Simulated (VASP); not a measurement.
Crystal: Al.

```
Al
1.0
     0.00000    2.01977    2.01977
     2.01977    0.00000    2.01977
     2.01977    2.01977    0.00000
Al
1
Direct
  0.50000 0.50000 0.50000
```

Base run:

```yaml
Program: VASP 6.6.1
Functional: r2SCAN
Potentials_or_basis: VASP PAW PBE potentials, release 64 (Al)
Cutoff: 520 eV
k_mesh: 24 × 24 × 24
Occupations: gaussian, width 0.1 eV
Spin: no spin polarisation
```

Its results: pressure -3.4 GPa.

Q: The run is repeated on the same cell with these changes: functional from r2SCAN to PBE; further incar settings from ALGO = Normal; EDIFF = 1e-07; NBANDS = 8 to ALGO = Normal; EDIFF = 1e-06; NBANDS = 8. What comes out?

A: Pressure 0.0 GPa.

Caveats: the PAW data sets were made with another functional, which shifts forces and pressure a little (some runs).
